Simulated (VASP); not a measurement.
A run of VASP 6.6.1 is set up as follows.

The input INCAR:

```
  PREC = Accurate
  ENCUT = 520
  EDIFF = 1E-6
  ISMEAR = -1
  SIGMA = 0.1
  LREAL = False
  LASPH = True
  NELM = 60
  ALGO = Normal
  ISIF = 2
  LWAVE = False
  LCHARG = True
  GGA = PE
  LELF = True
  LVHAR = True
  NBANDS = 26
```

The input KPOINTS:

```
Automatic mesh
0
Gamma
  8 8 10
```

Contents of POSCAR:

```
In
1.0
    4.3169371284      0.0000000000      0.0000000000
   -2.1584685642      3.7385772197      0.0000000000
    0.0000000000      0.0000000000      2.5968916851
In
3
Direct
    0.0000000000      0.0000000000      0.0000000000
    0.3333333333      0.6666666667      0.5000000000
    0.6666666667      0.3333333333      0.5000000000
```

Potentials or basis: VASP PAW PBE potentials, release 64 (In_d).

Run with:

```console
$ cat potpaw_PBE.64/In_d/POTCAR > POTCAR
$ mpirun -np 1 vasp_std > vasp.out
```

Task: What does it give for the pressure?

Result: 141.5 GPa.

Stress tensor (GPa, compression positive):
```
141.63   0.00   0.00
  0.00 141.63   0.00
  0.00   0.00 141.29
```
